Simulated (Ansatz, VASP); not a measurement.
**One calculation of SiC, two programs**

```
Si C
1.0
     0.00000    1.85944    1.85944
     1.85944    0.00000    1.85944
     1.85944    1.85944    0.00000
Si C
1 1
Direct
  0.00000 0.00000 0.00000
  0.50000 0.50000 0.50000
```

Alike in both runs: task single point; functional PBEsol; k mesh 16 × 16 × 16; occupations gaussian, width 0.05 eV; no spin polarisation.

```csv
,VASP,Ansatz
version,VASP 6.6.1,Ansatz 0.2.0
potentials or method,"VASP PAW PBE potentials, release 64 (Si, C), cutoff 600 eV","scalar-relativistic, plane waves, PAW"
valence electrons in the cell,8,8
```

```csv
,VASP,Ansatz,Ansatz less VASP
gap on the k mesh at the Fermi level (eV),0.98,0.98,+0.003
least direct gap on the mesh (eV),6.40,6.40,-0.007
```

VASP's potentials were made for PBE, not for PBEsol.
